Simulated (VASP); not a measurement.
C:

```
CELL_PARAMETERS angstrom
-2.39791 2.39791 2.47717
2.39791 -2.39791 2.47717
2.39791 2.39791 -2.47717
ATOMIC_POSITIONS crystal
C 0.59107 0.40893 0.50000
C 0.15893 0.15893 0.31785
C 0.84107 0.84107 0.68215
C 0.90893 0.09107 0.50000
C 0.15893 0.84107 0.00000
C 0.59107 0.09107 0.18215
C 0.90893 0.40893 0.81785
C 0.84107 0.15893 0.00000
```

The cell was built from a structure type or drawn by symmetry, and may not be a known phase.

| Property | Result |
| --- | --- |
| Program | VASP 6.6.1 |
| Task | relaxation of cell and atoms |
| Functional | PBE |
| Potentials or basis | VASP PAW PBE potentials, release 64 (C) |
| Cutoff | 600 eV |
| k mesh | 6 × 6 × 6 |
| Occupations | gaussian, width 0.1 eV |
| Spin | no spin polarisation |

At the start: pressure 23.3 GPa; volume 7.12 Å³/atom.

Question: How do energy, volume and symmetry change on relaxing?

Answer: Over 10 steps the energy falls by 52.7 meV/atom and the volume is 7.57 Å³/atom (+6.4 %); space group I4_1/amd (No. 141, to 0.1 Å) before and after.

Step by step:
```csv
step,energy change (eV),largest force (eV/Å),pressure (GPa),volume (Å³)
1,0.0000,1.9611,23.30,56.97
2,1.5204,3.7807,-20.63,65.91
3,-0.3718,0.5976,4.66,59.36
4,-0.3749,0.4544,5.78,59.18
5,-0.3751,0.4142,6.10,59.13
6,-0.3939,0.1330,-4.82,61.62
7,-0.4138,0.0835,-0.46,60.56
8,-0.4188,0.0388,0.31,60.51
9,-0.4196,0.1112,0.76,60.48
10,-0.4217,0.0067,0.28,60.59
```

Final structure:
```cif
data_structure
_symmetry_space_group_name_H-M 'P 1'
_symmetry_Int_Tables_number 1
_cell_length_a 4.2857
_cell_length_b 4.2857
_cell_length_c 4.2857
_cell_angle_alpha 109.684
_cell_angle_beta 109.684
_cell_angle_gamma 109.046
_cell_volume 60.59
loop_
_atom_site_label
_atom_site_type_symbol
_atom_site_fract_x
_atom_site_fract_y
_atom_site_fract_z
_atom_site_occupancy
C1 C 0.58883 0.41117 0.50000 1
C2 C 0.16117 0.16117 0.32234 1
C3 C 0.83883 0.83883 0.67766 1
C4 C 0.91117 0.08883 0.50000 1
C5 C 0.16117 0.83883 0.00000 1
C6 C 0.58883 0.08883 0.17766 1
C7 C 0.91117 0.41117 0.82234 1
C8 C 0.83883 0.16117 0.00000 1
```
